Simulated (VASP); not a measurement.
InAs, 2 atoms in the cell. Symmetry: F-43m, No. 216, cubic system. The conventional cell has a = 6.049 Å, b = 6.049 Å, c = 6.049 Å, α = 90.00°, β = 90.00°, γ = 90.00°. In (site symmetry -43m) has 4 As at 2.62 Å within 3.5 Å. As (site symmetry -43m) has 4 In at 2.62 Å within 3.5 Å.  This cell differs from its parent crystal: volume scaled by 0.98.

* Program: VASP 6.6.1
* Task: single point
* Functional: PBEsol
* Potentials or basis: VASP PAW PBE potentials, release 64 (In_d, As)
* Cutoff: 520 eV
* k mesh: 6 × 6 × 6
* Occupations: gaussian, width 0.05 eV
* Spin: no spin polarisation
* Dipole correction: no
* Further INCAR settings: ALGO = Normal; EDIFF = 1e-06; NBANDS = 16

Potentials or basis: VASP PAW PBE potentials, release 64 (In_d, As).

Launch:

```bash
$ cat potpaw_PBE.64/In_d/POTCAR potpaw_PBE.64/As/POTCAR > POTCAR
$ mpirun -np 1 vasp_std > vasp.out
```

Hardware: 1 thread of AMD EPYC 9R14 (Zen 4), on a shared host.

**Question.** Estimate the wall time of this run.

**Answer.** Run time: 17 s on 1 thread of AMD EPYC 9R14 (Zen 4), with other jobs on the host, peak memory 0.14 GiB. Counts: scf iterations 12, k points 16.
